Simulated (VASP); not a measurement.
Set up this calculation in VASP 6.6.1, as the native input.

* Task: single point
* Functional: r2SCAN
* Potentials or basis: VASP PAW PBE potentials, release 64 (Mo_sv, Se)
* Cutoff: 520 eV
* k mesh: 12 × 12 × 12
* Occupations: gaussian, width 0.1 eV
* Spin: collinear spin
* Starting moments: [2.0, 0.0] μB
* Hubbard terms: Mo d U = 4.38 eV
* Dipole correction: no
* Further INCAR settings: ALGO = Normal; EDIFF = 1e-07; NBANDS = 21

MoSe:

```
CELL_PARAMETERS angstrom
0.00000 3.01849 3.01849
3.01849 0.00000 3.01849
3.01849 3.01849 0.00000
ATOMIC_POSITIONS crystal
Mo 0.00000 0.00000 0.00000
Se 0.50000 0.50000 0.50000
```

The input as run:

POSCAR

```
MoSe
1.0
    0.0000000000      3.0184929896      3.0184929896
    3.0184929896      0.0000000000      3.0184929896
    3.0184929896      3.0184929896      0.0000000000
Mo Se
1 1
Direct
    0.0000000000      0.0000000000      0.0000000000
    0.5000000000      0.5000000000      0.5000000000
```

INCAR.step1

```
ALGO = Normal
EDIFF = 1E-4
ENCUT = 520
GGA = PE
ISMEAR = 0
ISPIN = 2
LASPH = True
LCHARG = False
LDAU = True
LDAUJ = 0 0
LDAUL = 2 -1
LDAUTYPE = 2
LDAUU = 4.38 0
LMAXMIX = 4
LREAL = False
LWAVE = True
MAGMOM = 2 0
NBANDS = 21
NELM = 150
PREC = Accurate
SIGMA = 0.1
```

INCAR.step2

```
ALGO = Normal
EDIFF = 1E-7
ENCUT = 520
ISIF = 2
ISMEAR = 0
ISPIN = 2
ISTART = 1
LASPH = True
LCHARG = True
LDAU = True
LDAUJ = 0 0
LDAUL = 2 -1
LDAUPRINT = 1
LDAUTYPE = 2
LDAUU = 4.38 0
LELF = True
LMAXMIX = 4
LMIXTAU = True
LORBIT = 11
LREAL = False
LVHAR = True
LWAVE = False
MAGMOM = 2 0
METAGGA = R2SCAN
NBANDS = 21
NELM = 150
PREC = Accurate
SIGMA = 0.1
```

KPOINTS

```
k-points
0
Gamma
  12 12 12
```

Potentials or basis: VASP PAW PBE potentials, release 64 (Mo_sv, Se).

Run with:

```console
$ cat potpaw_PBE.64/Mo_sv/POTCAR potpaw_PBE.64/Se/POTCAR > POTCAR
$ cp INCAR.step1 INCAR
$ mpirun -np 1 vasp_std > vasp.out
$ cp INCAR.step2 INCAR
$ mpirun -np 1 vasp_std > vasp.out
```

It gave:

```json
{
  "Pressure": "-9.1 GPa",
  "Band gap on the k mesh": "zero (filled and empty bands overlap)",
  "Net moment": "4.00 μB per cell",
  "Site moments": "Mo +3.74; Se -0.19 μB",
  "Valence electrons inside the program's atomic spheres": "Mo 12.05; Se 3.83"
}
```

Caveat: the cell stands under tension; the PAW data sets were made with another functional, which shifts forces and pressure a little.

Wall time 9.2 min on 1 thread of Intel Xeon 8259CL, on a shared host, peak memory 0.3 GiB.
